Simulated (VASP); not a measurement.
# Mo16S in VASP: single point with PBE

Aim: the single point of Mo16S with PBE.

Everything below comes from runs of VASP 6.6.1. Logs are shortened: lines on timing, memory, paths and dates and some standing lists are left out, and cuts for length are marked.

## 1. The cell of the first run

The cell holds a slab with vacuum, 17 atoms: a = 6.321 Å, b = 6.321 Å, c = 20.088 Å, α = 90.00°, β = 90.00°, γ = 90.00°.

## 2. Single point, PBE

File INCAR:

```
ALGO = Normal
DIPOL = 0.5 0.5 0.328
EDIFF = 1E-6
ENCUT = 520
GGA = PE
IDIPOL = 3
ISIF = 2
ISMEAR = 0
LASPH = T
LCHARG = F
LDIPOL = T
LREAL = Auto
LWAVE = F
NBANDS = 129
NELM = 100
PREC = Accurate
SIGMA = 0.1
```

File KPOINTS:

```
k-points
0
Gamma
  4 4 1
```

File POSCAR:

```
Mo16S
1.0
    6.3209357480      0.0000000000      0.0000000000
    0.0000000000      6.3209357480      0.0000000000
    0.0000000000      0.0000000000     20.0883894757
Mo S
16 1
Direct
    0.2500000000      0.2500000000      0.1991199944
    0.2500000000      0.7500000000      0.1991199944
    0.7500000000      0.2500000000      0.1991199944
    0.7500000000      0.7500000000      0.1991199944
    0.0000000000      0.0000000000      0.2777840375
    0.0000000000      0.5000000000      0.2777840375
    0.5000000000      0.0000000000      0.2777840375
    0.5000000000      0.5000000000      0.2777840375
    0.2500000000      0.2500000000      0.3589730511
    0.2500000000      0.7500000000      0.3589730511
    0.7500000000      0.2500000000      0.3589730511
    0.7500000000      0.7500000000      0.3589730511
    0.0000000000      0.0000000000      0.4275300161
    0.0000000000      0.5000000000      0.4275300161
    0.5000000000      0.0000000000      0.4275300161
    0.5000000000      0.5000000000      0.4275300161
    0.0000000000      0.1875000000      0.5210838275
```

Potentials or basis: VASP PAW PBE potentials, release 64 (Mo_sv, S).

On the command line:

```
$ cat potpaw_PBE.64/Mo_sv/POTCAR potpaw_PBE.64/S/POTCAR > POTCAR
$ mpirun -np 1 vasp_std > vasp.out
```

OUTCAR:

```text
EDIFF = 1E-6
   ENCUT = 520
   GGA = PE
   ISIF = 2
   ISMEAR = 0
   LASPH = T
   LREAL = Auto
   NELM = 100
   PREC = Accurate

 ion  position               nearest neighbor table
   1  0.250  0.250  0.199-   5 2.74   6 2.74   7 2.74   8 2.74   2 3.16   3 3.16   2 3.16   3 3.16
                             9 3.21
   2  0.250  0.750  0.199-   5 2.74   6 2.74   7 2.74   8 2.74   1 3.16   4 3.16   1 3.16   4 3.16
                            10 3.21
   3  0.750  0.250  0.199-   5 2.74   6 2.74   7 2.74   8 2.74   1 3.16   4 3.16   4 3.16   1 3.16
                            11 3.21
   4  0.750  0.750  0.199-   5 2.74   6 2.74   7 2.74   8 2.74   2 3.16   3 3.16   3 3.16   2 3.16
                            12 3.21
   5  0.000  0.000  0.278-   1 2.74   2 2.74   3 2.74   4 2.74   9 2.77  10 2.77  11 2.77  12 2.77
                            13 3.01   7 3.16   6 3.16   6 3.16   7 3.16
   6  0.000  0.500  0.278-   1 2.74   2 2.74   3 2.74   4 2.74   9 2.77  10 2.77  11 2.77  12 2.77
                            14 3.01   8 3.16   5 3.16   5 3.16   8 3.16
   7  0.500  0.000  0.278-   1 2.74   2 2.74   3 2.74   4 2.74   9 2.77  10 2.77  11 2.77  12 2.77
                            15 3.01   8 3.16   5 3.16   8 3.16   5 3.16
   8  0.500  0.500  0.278-   1 2.74   2 2.74   3 2.74   4 2.74   9 2.77  10 2.77  11 2.77  12 2.77
                            16 3.01   7 3.16   6 3.16   7 3.16   6 3.16
   9  0.250  0.250  0.359-  13 2.63  14 2.63  15 2.63  16 2.63   5 2.77   6 2.77   7 2.77   8 2.77
                            10 3.16  11 3.16  10 3.16  11 3.16   1 3.21
  10  0.250  0.750  0.359-  13 2.63  14 2.63  15 2.63  16 2.63   5 2.77   6 2.77   7 2.77   8 2.77
                             9 3.16  12 3.16   9 3.16  12 3.16   2 3.21
  11  0.750  0.250  0.359-  13 2.63  14 2.63  15 2.63  16 2.63   5 2.77   6 2.77   7 2.77   8 2.77
                             9 3.16  12 3.16  12 3.16   9 3.16   3 3.21
  12  0.750  0.750  0.359-  13 2.63  14 2.63  15 2.63  16 2.63   5 2.77   6 2.77   7 2.77   8 2.77
                            10 3.16  11 3.16  11 3.16  10 3.16   4 3.21
  13  0.000  0.000  0.428-  17 2.22  10 2.63  11 2.63  12 2.63   9 2.63   5 3.01  15 3.16  14 3.16
                            14 3.16  15 3.16
  14  0.000  0.500  0.428-   9 2.63  10 2.63  11 2.63  12 2.63  17 2.73   6 3.01  16 3.16  13 3.16
                            13 3.16  16 3.16
  15  0.500  0.000  0.428-   9 2.63  10 2.63  11 2.63  12 2.63   7 3.01  13 3.16  16 3.16  16 3.16
                            13 3.16
  16  0.500  0.500  0.428-   9 2.63  10 2.63  11 2.63  12 2.63   8 3.01  14 3.16  15 3.16  15 3.16
                            14 3.16
  17  0.000  0.188  0.521-  13 2.22  14 2.73

  LATTYP: Found a simple tetragonal cell.
 ALAT       =     6.3209357480
 C/A-ratio  =     3.1780720888

  Lattice vectors:

 A1 = (   6.3209357480,   0.0000000000,   0.0000000000)
 A2 = (   0.0000000000,   6.3209357480,   0.0000000000)
 A3 = (   0.0000000000,   0.0000000000,  20.0883894757)

Analysis of symmetry for initial positions (statically):
=====================================================================
 Subroutine PRICEL returns:
 Original cell was already a primitive cell.

 Routine SETGRP: Setting up the symmetry group for a
 simple tetragonal supercell.

 Subroutine GETGRP returns: Found  2 space group operations
 (whereof  2 operations were pure point group operations)
 out of a pool of 16 trial point group operations.

The static configuration has the point symmetry C_1h.

Analysis of symmetry for dynamics (positions and initial velocities):
=====================================================================
 Subroutine PRICEL returns:
 Original cell was already a primitive cell.

 Routine SETGRP: Setting up the symmetry group for a
 simple tetragonal supercell.

 Subroutine GETGRP returns: Found  2 space group operations
 (whereof  2 operations were pure point group operations)
 out of a pool of 16 trial point group operations.

The dynamic configuration has the point symmetry C_1h.

 Subroutine INISYM returns: Found  2 space group operations
 (whereof  2 operations are pure point group operations),
 and found     1 'primitive' translations

----------------------------------------------------------------------------------------

                                     Primitive cell

  volume of cell :     802.6161

  direct lattice vectors                    reciprocal lattice vectors
     6.320935748  0.000000000  0.000000000     0.158204424  0.000000000  0.000000000
     0.000000000  6.320935748  0.000000000     0.000000000  0.158204424  0.000000000
     0.000000000  0.000000000 20.088389476     0.000000000  0.000000000  0.049779999
[... 62 lines left out ...]
     0.000000000  0.000000000  0.000000000

 Subroutine IBZKPT returns following result:
 ===========================================

 Found      9 irreducible k-points:

 Following reciprocal coordinates:
            Coordinates               Weight
  0.000000  0.000000  0.000000      1.000000
  0.250000  0.000000  0.000000      2.000000
  0.000000  0.250000  0.000000      2.000000
  0.500000  0.000000  0.000000      1.000000
  0.000000  0.500000  0.000000      1.000000
  0.250000  0.250000  0.000000      4.000000
  0.500000  0.250000  0.000000      2.000000
 -0.250000  0.500000  0.000000      2.000000
  0.500000  0.500000  0.000000      1.000000
   k-points           NKPTS =      9   k-points in BZ     NKDIM =      9   number of bands    NBANDS=    129
   number of dos      NEDOS =    301   number of ions     NIONS =     17
   total plane-waves  NPLWV = 345600
   dimension x,y,z NGX =    48 NGY =   48 NGZ =  150
   dimension x,y,z NGXF=    96 NGYF=   96 NGZF=  300
   ions per type =              16   1
   NGX,Y,Z   is equivalent  to a cutoff of  12.62, 12.62, 12.41 a.u.
   NGXF,Y,Z  is equivalent  to a cutoff of  25.25, 25.25, 24.83 a.u.
 SYSTEM =  unknown system
   PREC   = accura    normal or accurate (medium, high low for compatibility)
   ISTART =      0    job   : 0-new  1-cont  2-samecut
   ICHARG =      2    charge: 1-file 2-atom 10-const
   ISPIN  =      1    spin polarized calculation?
   LNONCOLLINEAR =      F non collinear calculations
   LSORBIT =      F    spin-orbit coupling
   LASPH  =      T    aspherical Exc in radial PAW
   ENCUT  =  520.0 eV  38.22 Ry    6.18 a.u.  11.75 11.75 37.35*2*pi/ulx,y,z
   NELM   =    100;   NELMIN=  2; NELMDL= -5     # of ELM steps
   EDIFF  = 0.1E-05   stopping-criterion for ELM
   LREAL  =      T    real-space projection
   EDIFFG = 0.1E-04   stopping-criterion for IOM
   NSW    =      0    number of steps for IOM
   IBRION =     -1    ionic relax: 0-MD 1-quasi-New 2-CG
   NFREE  =      0    steps in history (QN), initial steepest desc. (CG)
   ISIF   =      2    stress and relaxation
   ISYM   =      2    0-nonsym 1-usesym 2-fastsym
   POTIM  = 0.5000    time-step for ionic-motion
   TEBEG  =    0.0;   TEEND  =   0.0 temperature during run
   PSTRESS=    0.0 pullay stress
   NELECT =     230.0000    total number of electrons
   NUPDOWN=      -1.0000    fix difference up-down
   EMIN   =  10.00;   EMAX   =-10.00  energy-range for DOS
   EFERMI =   0.00;   METHOD = LEGACY
   ISMEAR =     0;   SIGMA  =   0.10  broadening in eV -4-tet -1-fermi 0-gaus
   EFERMI_NEDOS =   21; number of points for ismear=-14 and -15
   IALGO  =     38    algorithm
   IMIX   =      4    mixing-type and parameters
     AMIX     =   0.40;   BMIX     =  1.00
     AMIX_MAG =   1.60;   BMIX_MAG =  1.00
  volume/ion in A,a.u.               =      47.21       318.61
  Fermi-wavevector in a.u.,A,eV,Ry     =   1.079315  2.039609 15.849706  1.164921
  Thomas-Fermi vector in A             =   2.215277
   LORBIT       =      0    0 simple, 1 ext, 2 COOP (PROOUT), +10 PAW based schemes
   GGA     = PE    functional components
   LHFCALC =     F    Hartree Fock is set to
   AEXX    =    0.0000 exact exchange contribution
   IVDW    =     0    specifies the selected vdW correction
   LEPSILON=     F    determine dielectric tensor
   LRPA    =     F    only Hartree local field effects (RPA)
 non-spin polarized calculation
 Gauss-broadening in eV      SIGMA  =   0.10
  energy-cutoff  :      520.00
  volume of cell :      802.62
 maximum number of plane-waves:     21671
 NGX is ok and might be reduce to    48
   NGX = 23   NGY = 23   NGZ = 75

 dipolmoment           0.000000      0.000000     -0.105919 electrons x Angstroem

 number of electron     230.0000020 magnetization

 dipolmoment           0.000000      0.000000      0.187222 electrons x Angstroem

 Free energy of the ion-electron system (eV)
  ---------------------------------------------------
  ext. energy  EPLUGINS =         0.00000000
  ---------------------------------------------------
  free energy    TOTEN  =      -164.60425616 eV

  energy without entropy =     -164.51577964  energy(sigma->0) =     -164.56001790

 E-fermi :   1.2687     XC(G=0):  -5.5249

 val. band max:        1.2359802674   @ k =   0.5000   0.5000   0.0000
 cond. band min:       1.3049173670   @ k =   0.0000   0.2500   0.0000
 fundamental gap:      0.0689370996
 Fermi energy:         1.2687102772

 k-point     1 :       0.0000    0.0000    0.0000
  band No.  band energies     occupation
      1     -59.6928      2.00000
      2     -59.5354      2.00000
      3     -59.5280      2.00000
      4     -59.5222      2.00000
      5     -59.5083      2.00000
      6     -59.4950      2.00000
[... 1159 lines left out ...]
    126       2.4634      0.00000
    127       2.5124      0.00000
 [bands above 127 left out]

------------------------ aborting loop because EDIFF is reached ----------------------------------------

 vacuum level on the upper side and lower side of the slab       (xc-potential included)         0.327        -0.508

  FORCE on cell =-STRESS in cart. coord.  units (eV):
  Direction    XX          YY          ZZ          XY          YZ          ZX
  --------------------------------------------------------------------------------------
  -------------------------------------------------------------------------------------
  Total      -19.2576220    -21.0747105     -7.7075462      0.0000000      2.1390222      0.0000000
  in kB      -38.4419465    -42.0692073    -15.3857562      0.0000000      4.2699030      0.0000000
  external PRESSURE =     -31.9656367 kB  Pullay stress =       0.0000000 kB

 VOLUME and BASIS-vectors are now :
 -----------------------------------------------------------------------------
  energy-cutoff  :      520.00
  volume of cell :      802.62
      direct lattice vectors                 reciprocal lattice vectors
     6.320935748  0.000000000  0.000000000     0.158204424  0.000000000  0.000000000
     0.000000000  6.320935748  0.000000000     0.000000000  0.158204424  0.000000000
     0.000000000  0.000000000 20.088389476     0.000000000  0.000000000  0.049779999

 POSITION                                       TOTAL-FORCE (eV/Angst)
 -----------------------------------------------------------------------------------
      1.58023      1.58023      4.00000         0.023799      0.016471      1.870490
      1.58023      4.74070      4.00000         0.074484     -0.017454      1.758821
      4.74070      1.58023      4.00000        -0.023799      0.016471      1.870490
      4.74070      4.74070      4.00000        -0.074484     -0.017454      1.758821
      0.00000      0.00000      5.58023         0.000000     -0.028973     -1.986980
      0.00000      3.16047      5.58023         0.000000      0.036355     -1.803160
[... 9 lines left out ...]
      3.16047      3.16047      8.58839         0.000000     -0.111051      0.065539
      0.00000      1.18518     10.46773         0.000000      1.058091     -0.005545
 -----------------------------------------------------------------------------------
    total drift:                                0.000000     -0.000003     -0.001719

  FREE ENERGIE OF THE ION-ELECTRON SYSTEM (eV)
  ---------------------------------------------------
  free  energy   TOTEN  =      -164.6042561613 eV

  energy  without entropy=     -164.5157796394  energy(sigma->0) =     -164.56001790

 vacuum level on the upper side and lower side of the slab         5.881         4.998
```

Wall time 48 min (1 thread of Intel Xeon Platinum 8259CL at 2.50GHz (Skylake/Cascade Lake), shared host); peak memory 1 GiB.

What came out:

```
Free energy            : -164.6043 eV
Largest force          : 2.052 eV/Å
Band gap on the k mesh : zero (band 115 reaches 1.65 eV, above the bottom of band 116 at 1.16 eV)
```

Forces in eV/Å, atoms in the order of the input:
```
Mo   0.024  0.016  1.870
Mo   0.074 -0.017  1.759
Mo  -0.024  0.016  1.870
Mo  -0.074 -0.017  1.759
Mo   0.000 -0.029 -1.987
Mo   0.000  0.036 -1.803
Mo   0.000 -0.045 -1.873
Mo   0.000  0.063 -2.051
Mo   0.451  0.215 -0.608
Mo   0.674 -0.294 -0.305
Mo  -0.451  0.215 -0.608
Mo  -0.674 -0.294 -0.305
Mo   0.000 -0.261  0.966
Mo   0.000 -0.573  1.272
Mo   0.000  0.021 -0.018
Mo   0.000 -0.111  0.066
S    0.000  1.058 -0.006
```

Levels at points of the mesh, in eV from the Fermi level:
```
           k point  band 114  band 115  band 116  band 117  band 118  band 119
(0.00, 0.00, 0.00)      0.15      0.38      0.48      0.48      0.72      0.86
(0.50, 0.00, 0.00)     -0.20     -0.13     -0.11     -0.10      0.21      0.69
(0.00, 0.50, 0.00)     -0.20     -0.18     -0.11     -0.10      0.58      0.62
(0.50, 0.50, 0.00)     -0.20     -0.13     -0.11     -0.10     -0.08     -0.03
```
